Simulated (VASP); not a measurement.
The system is CoO.

```
Co O
1.0
     0.00000    2.13150    2.13150
     2.13150    0.00000    2.13150
     2.13150    2.13150    0.00000
Co O
1 1
Direct
  0.00000 0.00000 0.00000
  0.50000 0.50000 0.50000
```

```yaml
Program: VASP 6.6.1
Task: relaxation of cell and atoms
Functional: LDA
Potentials_or_basis: VASP PAW LDA potentials, release 64 (Co, O)
Cutoff: 600 eV
k_mesh: 11 × 11 × 11
Occupations: fermi-dirac, width 0.05 eV
Spin: collinear spin, ferromagnetic start
Starting_moments: "[2.0, 0.0] μB"
```

At the start: pressure -20.8 GPa; volume 9.68 Å³/atom.

**Question.** Where does the relaxation end?

**Answer.** Over 4 steps the energy falls by 101.0 meV/atom and the volume is 8.36 Å³/atom (-13.7 %); space group Fm-3m (No. 225, to 0.05 Å); moment 1.89 μB per cell.

Step by step:
```csv
step,energy change (eV),largest force (eV/Å),pressure (GPa),volume (Å³)
1,0.0000,0.0000,-20.82,19.37
2,-0.1879,0.0000,8.06,16.05
3,-0.2019,0.0000,0.28,16.66
4,-0.2019,0.0000,-0.14,16.71
```

Final structure:
```yaml
crystal:
  lattice:
    - [0.00000, 2.02917, 2.02917]
    - [2.02917, 0.00000, 2.02917]
    - [2.02917, 2.02917, 0.00000]
  atoms:
    - { symbol: Co, position: [0.00000, 0.00000, 0.00000] }
    - { symbol: O, position: [0.50000, 0.50000, 0.50000] }
```

Caveat: the volume moved by -14 % from the deposited cell, more than functionals usually miss; a cell with one magnetic atom can't hold antiferromagnetic order, which such compounds often take.
